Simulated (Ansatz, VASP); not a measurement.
# Zr in VASP and in Ansatz

File INCAR:

```
SYSTEM = Zr
PREC = Accurate
ENCUT = 520
EDIFF = 1E-6
ISMEAR = -1
SIGMA = 0.1
LREAL = .False.
LASPH = .True.
NELM = 80
ALGO = Normal
ISIF = 2
LWAVE = .False.
LCHARG = .True.
GGA = PS
LELF = .True.
LVHAR = .True.
NBANDS = 12
```

The input KPOINTS:

```
Automatic mesh
0
Gamma
  13 13 13
  0 0 0
```

Contents of POSCAR:

```
Zr
1.0
    2.4226830782      0.0000000000      0.0000000000
    0.0000000000      2.4226830782      0.0000000000
    0.0000000000      0.0000000000      2.4226830782
Zr
1
Direct
    0.0000000000      0.0000000000      0.0000000000
```

Input for Ansatz:

```yaml
crystal:
  lattice:
    - [2.4226830782, 0.0, 0.0]
    - [0.0, 2.4226830782, 0.0]
    - [0.0, 0.0, 2.4226830782]
  atoms:
    - { symbol: Zr, position: [0.0, 0.0, 0.0] }
kpoints:
  mp_grid: { grid: [13, 13, 13] }
scf:
  occupations: { method: fermi_dirac, width: 0.1 }
hamiltonian:
  xc: pbesol
  pseudopotentials: { kind: all_electron, lapw: { basis_error: 0.001 } }
output:
  forces: true
  stress: true
  eigenvalues: true
  populations: true
```

Change from the starting cell: volume scaled by 0.6, LAPW.

Alike in both runs: task single point; functional PBEsol; k mesh 13 × 13 × 13; occupations fermi-dirac, width 0.1 eV; no spin polarisation.

|  | VASP | Ansatz |
| --- | --- | --- |
| version | VASP 6.6.1 | Ansatz 0.2.0 |
| potentials or method | VASP PAW PBE potentials, release 64 (Zr_sv), cutoff 520 eV | all-electron LAPW, scalar-relativistic |

Ansatz gave:

| Property | Result |
| --- | --- |
| pressure (GPa) | 98.7 |

Question: Which values does VASP return?

Answer: Pressure (GPa): 100.0.

VASP's potentials were made for PBE, not for PBEsol. Both programs put the cell under a high pressure, so it lies far from rest at this level. Ansatz ran all-electron here, and VASP with PAW potentials.

Noted on VASP's run: the cell as given lies far from equilibrium.
